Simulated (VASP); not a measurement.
Runs of VASP 6.6.1 on GaN. The structure is that of space group Fm-3m (No. 225), or close to it. The cells are those of the table. 

```csv
task,cell,k mesh,cutoff (eV),smearing,gap on the mesh (eV),pressure (GPa),relaxed volume (Å³/atom)
relaxation of cell and atoms,"relaxed from a = 2.956 Å, angles 60.0°, 2 atoms",14 × 14 × 14,600,gaussian 0.02 eV,(a),-0.1,9.19
relaxation of cell and atoms,"relaxed from a = 3.020 Å, angles 60.0°, 2 atoms",8 × 8 × 8,600,gaussian 0.1 eV,0.60,-0.2,9.19
single point,"a = 2.956 Å, angles 60.0°, 2 atoms",14 × 14 × 14,520,gaussian 0.02 eV,0.62,1.5,-
single point,"a = 2.958 Å, angles 60.0°, 2 atoms",8 × 8 × 8,520,gaussian 0.1 eV,0.63,(b),-
```

Alike in all rows: level LDA; potentials or basis VASP PAW LDA potentials, release 64 (Ga_d, N); no spin polarisation.

Question: Estimate the missing entries.

Answer: (a) 0.59; (b) 1.1.

A k mesh can miss the band edges, and the runs leave out spin-orbit coupling on Ga.
